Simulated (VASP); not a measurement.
Write the native input for VASP 6.6.1 that does the following.

```yaml
Task: single point
Functional: PBE
Potentials_or_basis: VASP PAW PBE potentials, release 64 (Ge_d, Mo_sv, W_sv)
Cutoff: 520 eV
k_mesh: 4 × 4 × 4
Occupations: gaussian, width 0.1 eV
Spin: collinear spin
Starting_moments: "[0.0, 0.0, 0.0, 0.0, 0.0, 0.0, 1.0, 1.0, 0.0] μB"
Dipole_correction: no
Further_INCAR_settings: ALGO = Fast; EDIFF = 1e-06; NBANDS = 77
```

The structure of Ge6Mo2W lies in POSCAR:

```
Ge6Mo2W
1.0
    0.0000000000      4.1435881000      7.0831402000
    2.3606701000      0.0000000000      7.0831402000
    2.3606701000      4.1435881000      0.0000000000
Ge Mo W
6 2 1
Direct
    0.4951650000      0.1711670000      0.8288330000
    0.8288330000      0.5048350000      0.4951650000
    0.1619990000      0.8380010000      0.1619990000
    0.1711670000      0.4951650000      0.5048350000
    0.5048350000      0.8288330000      0.1711670000
    0.8380010000      0.1619990000      0.8380010000
    0.8330240000      0.8330240000      0.1669760000
    0.1669760000      0.1669760000      0.8330240000
    0.5000000000      0.5000000000      0.5000000000
```

These files were run (other wordings do the same):

INCAR

```
SYSTEM = Ge6Mo2W
  PREC = Accurate
  ENCUT = 520
  EDIFF = 1E-6
  ISMEAR = 0
  SIGMA = 0.1
  LREAL = .False.
  LASPH = .True.
  NELM = 150
  ALGO = Fast
  ISIF = 2
  LWAVE = .False.
  LCHARG = .True.
  ISPIN = 2
  MAGMOM = 0 0 0 0 0 0 1 1 0
  LORBIT = 11
  LMAXMIX = 4
  GGA = PE
  LELF = .True.
  LVHAR = .True.
  NBANDS = 77
```

KPOINTS

```
regular mesh
0
Gamma
  4 4 4
  0 0 0
```

Potentials or basis: VASP PAW PBE potentials, release 64 (Ge_d, Mo_sv, W_sv).

Run with:

```bash
$ cat potpaw_PBE.64/Ge_d/POTCAR potpaw_PBE.64/Mo_sv/POTCAR potpaw_PBE.64/W_sv/POTCAR > POTCAR
$ mpirun -np 1 vasp_std > vasp.out
```

Results of the run:

* Pressure: 0.3 GPa
* Largest force: 0.005 eV/Å
* Band gap on the k mesh: zero (filled and empty bands overlap)
* Net moment: 0.00 μB per cell
* Valence electrons inside the program's atomic spheres: Ge 12.41, 12.42 (each value once); Mo 12.44; W 11.99

Caveat: the k points lie up to 0.40 Å⁻¹ apart, too coarse for converged energies and pressures of a metal; spin-orbit coupling is left out, which moves the levels of the heavy elements.

It took 20 min on 1 thread of Oxide Virtual Turin-like Processor (shared host), peak memory 0.58 GiB.
